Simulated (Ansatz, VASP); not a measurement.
## One calculation of ZnO, two programs

File POSCAR:

```
ZnO
1.0
    0.0000000000      2.1324317144      2.1324317144
    2.1324317144      0.0000000000      2.1324317144
    2.1324317144      2.1324317144      0.0000000000
Zn O
1 1
Direct
    0.0000000000      0.0000000000      0.0000000000
    0.5000000000      0.5000000000      0.5000000000
```

The input INCAR.step1:

```
SYSTEM = ZnO
ALGO     = Normal         ! electronic algorithm
EDIFF    = 1E-4           ! SCF threshold, eV
ENCUT    = 600            ! plane-wave cutoff, eV
GGA      = PE             ! functional
ISMEAR   = 0              ! smearing method
LASPH    = .TRUE.         ! aspherical terms in the spheres
LCHARG   = .FALSE.        ! write CHGCAR
LREAL    = .FALSE.        ! projectors in reciprocal space
LWAVE    = .TRUE.         ! write WAVECAR
NELM     = 80             ! most SCF steps
PREC     = Accurate       ! precision mode
SIGMA    = 0.02           ! smearing width, eV
```

Contents of INCAR.step2:

```
SYSTEM = ZnO
ALGO     = Normal         ! electronic algorithm
EDIFF    = 1E-7           ! SCF threshold, eV
EDIFFG   = -0.01          ! ionic threshold
ENCUT    = 600            ! plane-wave cutoff, eV
IBRION   = 2              ! ionic algorithm
ISIF     = 3              ! what is computed and relaxed
ISMEAR   = 0              ! smearing method
ISTART   = 1            
LASPH    = .TRUE.         ! aspherical terms in the spheres
LCHARG   = .FALSE.        ! write CHGCAR
LMIXTAU  = .TRUE.       
LREAL    = .FALSE.        ! projectors in reciprocal space
LWAVE    = .FALSE.        ! write WAVECAR
METAGGA  = R2SCAN         ! meta-GGA
NELM     = 80             ! most SCF steps
NSW      = 80             ! ionic steps
PREC     = Accurate       ! precision mode
SIGMA    = 0.02           ! smearing width, eV
```

File KPOINTS:

```
k-points
0
G
  12 12 12
  0 0 0
```

Input for Ansatz:

```yaml
crystal:
  lattice:
    - [0.0, 2.1324317144, 2.1324317144]
    - [2.1324317144, 0.0, 2.1324317144]
    - [2.1324317144, 2.1324317144, 0.0]
  atoms:
    - { symbol: Zn, position: [0.0, 0.0, 0.0] }
    - { symbol: O, position: [0.5, 0.5, 0.5] }
basis:
  ecutwfc: 500
kpoints:
  mp_grid: { grid: [12, 12, 12] }
hamiltonian:
  xc: r2scan
scf:
  occupations: { method: gaussian, width: 0.02 }
output:
  forces: true
  stress: true
  eigenvalues: true
  write_density: true
  write_potential: true
  elf: true
  volumetric_format: npy
relax:
  adjacent_minimum: "off"
  f_tol: 0.01
  max_steps: 60
  cell: { stress_tol: 0.1 }
```

Alike in both runs: task relaxation of cell and atoms; functional r2SCAN; k mesh 12 × 12 × 12; occupations gaussian, width 0.02 eV; no spin polarisation.

```csv
,VASP,Ansatz
version,VASP 6.6.1,Ansatz 0.2.0
potentials or method,"VASP PAW PBE potentials, release 64 (Zn, O), cutoff 600 eV","scalar-relativistic, plane waves, PAW"
valence electrons in the cell,18,18
```

```csv
,VASP,Ansatz,Ansatz less VASP
"gap on the k mesh at the Fermi level, each at its own relaxed structure (eV)",1.52,1.57,+0.048
relaxed volume (Å³/atom),9.77,9.71,-0.059
relaxed cell length with the largest relative difference (Å),3.024,3.018,-0.0061
```

VASP's potentials were made for PBE, not for r2SCAN.
